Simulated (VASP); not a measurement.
# HfN (I4/mmm) in VASP: further runs, part 2 of 2

VASP 6.6.1. The steps go on from the part before.

## Step 4: Single point, LDA (equal xx and yy strain of +1 %)

The input, INCAR:

```
PREC = Accurate ; ENCUT = 520
EDIFF = 1E-7 ; ISMEAR = -1
SIGMA = 0.03 ; LREAL = F
LASPH = T ; NELM = 60
ALGO = Normal ; ISIF = 2
LWAVE = F ; LCHARG = T
LELF = T ; LVHAR = T
NBANDS = 14
```

The input, KPOINTS:

```
Automatic mesh
0
Gamma
  10 10 10
```

The input, POSCAR:

```
HfN
1.0
    0.0000000000      2.2815900000      2.2590000000
    2.2815900000      0.0000000000      2.2590000000
    2.2815900000      2.2815900000      0.0000000000
Hf N
1 1
Direct
    0.0000000000      0.0000000000      0.0000000000
    0.5000000000      0.5000000000      0.5000000000
```

Potentials or basis: VASP PAW LDA potentials, release 64 (Hf_pv, N).

Started as:

```
$ cat potpaw_LDA.64/Hf_pv/POTCAR potpaw_LDA.64/N/POTCAR > POTCAR
$ mpirun -np 1 vasp_std > vasp.out
```

OUTCAR:

```text
PREC = Accurate
   ENCUT = 520
   EDIFF = 1E-7
   ISMEAR = -1
   LREAL = F
   LASPH = T
   NELM = 60
   ISIF = 2

 ion  position               nearest neighbor table
   1  0.000  0.000  0.000-   2 2.26   2 2.26   2 2.28   2 2.28   2 2.28   2 2.28
   2  0.500  0.500  0.500-   1 2.26   1 2.26   1 2.28   1 2.28   1 2.28   1 2.28

  LATTYP: Found a body centered tetragonal cell.
 ALAT       =     3.2266555218
 C/A-ratio  =     1.4002114479

  Lattice vectors:

 A1 = (   0.0000000000,  -2.2815900000,  -2.2590000000)
 A2 = (   0.0000000000,   2.2815900000,  -2.2590000000)
 A3 = (   2.2815900000,   0.0000000000,   2.2590000000)

Analysis of symmetry for initial positions (statically):
=====================================================================
 Subroutine PRICEL returns:
 Original cell was already a primitive cell.

 Routine SETGRP: Setting up the symmetry group for a
 body centered tetragonal supercell.

 Subroutine GETGRP returns: Found 16 space group operations
 (whereof 16 operations were pure point group operations)
 out of a pool of 16 trial point group operations.

The static configuration has the point symmetry D_4h.

[... 167 lines left out ...]
  band No.  band energies     occupation
      1     -22.9973      2.00000
      2     -22.9973      2.00000
      3     -22.9864      2.00000
      4      -9.1065      2.00000
      5       5.0645      2.00000
      6       5.0645      2.00000
      7       5.1126      2.00000
      8       7.5997      2.00000
      9       7.5997      2.00000
     10       7.7068      1.99997
     11       9.6810      0.00000
     12       9.8007      0.00000
     13      10.0770      0.00000
     14      17.6206      0.00000
[... 377 lines left out ...]
      1     -23.6335      2.00000
      2     -23.2530      2.00000
      3     -23.2291      2.00000
      4      -7.6863      2.00000
      5       1.5488      2.00000
      6       3.4816      2.00000
      7       3.9473      2.00000
      8       5.5714      2.00000
      9      11.9140      0.00000
     10      12.4337      0.00000
     11      12.6356      0.00000
     12      12.6703      0.00000
     13      17.0895      0.00000
     14      19.0761      0.00000

 [... further k-points ...]
[... 5 lines left out ...]
  --------------------------------------------------------------------------------------
  -------------------------------------------------------------------------------------
  Total       -2.4568905     -2.4568905     -1.9151709      0.0000000      0.0000000      0.0000000
  in kB     -167.3689745   -167.3689745   -130.4657971      0.0000000      0.0000000      0.0000000
  external PRESSURE =    -155.0679154 kB  Pullay stress =       0.0000000 kB

 VOLUME and BASIS-vectors are now :
 -----------------------------------------------------------------------------
  energy-cutoff  :      520.00
  volume of cell :       23.52
      direct lattice vectors                 reciprocal lattice vectors
     0.000000000  2.281590000  2.259000000    -0.219145421  0.219145421  0.221336875
     2.281590000  0.000000000  2.259000000     0.219145421 -0.219145421  0.221336875
     2.281590000  2.281590000  0.000000000     0.219145421  0.219145421 -0.221336875

 POSITION                                       TOTAL-FORCE (eV/Angst)
 -----------------------------------------------------------------------------------
      0.00000      0.00000      0.00000         0.000000      0.000000      0.000000
      2.28159      2.28159      2.25900        -0.000000     -0.000000      0.000000
 -----------------------------------------------------------------------------------
    total drift:                                0.000000     -0.000000     -0.000000

  FREE ENERGIE OF THE ION-ELECTRON SYSTEM (eV)
  ---------------------------------------------------
  free  energy   TOTEN  =       -23.7963266806 eV

  energy  without entropy=      -23.7935739931  energy(sigma->0) =      -23.79495034
```

stdout:

```text
POSCAR found type information on POSCAR HfN
 POSCAR found :  2 types and       2 ions
 scaLAPACK will be used
 LDA part: xc-table for (Slater(with rela. corr.)+CA(PZ))
 , standard interpolation
 POSCAR, INCAR and KPOINTS ok, starting setup
 FFT: planning ... GRIDC
 FFT: planning ... GRID_SOFT
 FFT: planning ... GRID
 WAVECAR not read
 entering main loop
```

It took 34 s on 1 thread of Intel Xeon Platinum 8259CL at 2.50GHz (Skylake/Cascade Lake), shared host; peak memory 0.15 GiB.

What came out:

| Property | Result |
| --- | --- |
| Free energy | -23.7963 eV |
| Pressure | -15.5 GPa |

Caveat: the cell differs from its parent crystal (equal xx and yy strain of +1 %); spin-orbit coupling is left out, which moves the levels of the heavy elements.

## Step 5: The runs side by side

```csv
cell,gap on the mesh (eV),pressure (GPa)
"a = 3.163, b = 3.163, c = 3.195 Å, angles 59.7, 59.7, 60.7°, 2 atoms",none,-4.8
"a = 3.211, b = 3.211, c = 3.195 Å, angles 60.2, 60.2, 59.7°, 2 atoms",none,-13.1
"a = 3.211, b = 3.211, c = 3.227 Å, angles 59.8, 59.8, 60.3°, 2 atoms",none,-15.5
```

Alike in all rows: task single point; level LDA; potentials or basis VASP PAW LDA potentials, release 64 (Hf_pv, N); no spin polarisation; k mesh 10 × 10 × 10; cutoff (eV) 520; smearing fermi-dirac 0.03 eV.

Caveats: spin-orbit coupling is left out, which moves the levels of the heavy elements.

Total energies depend on the potentials used, so only differences within one code and one set of settings carry meaning.
